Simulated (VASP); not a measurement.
Wanted: the native input for a VASP 6.6.1 run.

| Property | Result |
| --- | --- |
| Task | electric field gradients |
| Functional | PBEsol |
| Potentials or basis | VASP PAW PBE potentials, release 64 (Al, As) |
| Cutoff | 400 eV |
| k mesh | 11 × 11 × 11 |
| Occupations | fermi-dirac, width 0.05 eV |
| Spin | no spin polarisation |
| Dipole correction | no |
| Further INCAR settings | ALGO = Normal; EDIFF = 1e-08; NBANDS = 11 |

The structure of AlAs lies in POSCAR:

```
AlAs
1.0
    0.0000000000      2.8304000000      2.8304000000
    2.8304000000      0.0000000000      2.8304000000
    2.8304000000      2.8304000000      0.0000000000
Al As
1 1
Direct
    0.0000000000      0.0000000000      0.0000000000
    0.7500000000      0.7500000000      0.7500000000
```

The input as run:

INCAR

```
  PREC = Accurate
  ENCUT = 400
  EDIFF = 1E-8
  ISMEAR = -1
  SIGMA = 0.05
  LREAL = F
  LASPH = T
  NELM = 120
  ALGO = Normal
  ISIF = 2
  LWAVE = F
  LCHARG = F
  GGA = PS
  LEFG = T
  NBANDS = 11
  GGA_COMPAT = F
```

KPOINTS

```
regular mesh
0
Gamma
  11 11 11
```

Potentials or basis: VASP PAW PBE potentials, release 64 (Al, As).

Command:

```bash
$ cat potpaw_PBE.64/Al/POTCAR potpaw_PBE.64/As/POTCAR > POTCAR
$ mpirun -np 1 vasp_std > vasp.out
```

It gave:

```yaml
Pressure: 0.8 GPa
Band_gap_on_the_k_mesh: 1.37 eV (least direct gap 1.98 eV)
Largest_electric_field_gradient_by_atom: zero within the noise of the run
```

Caveat: the PAW data sets were made with another functional, which shifts forces and pressure a little; an odd mesh through Γ misses points on the zone boundary, where band edges can lie.

It took 10 s on 1 thread of Intel(R) Xeon(R) 6975P-C (Granite Rapids) (shared host), peak memory 0.16 GiB.
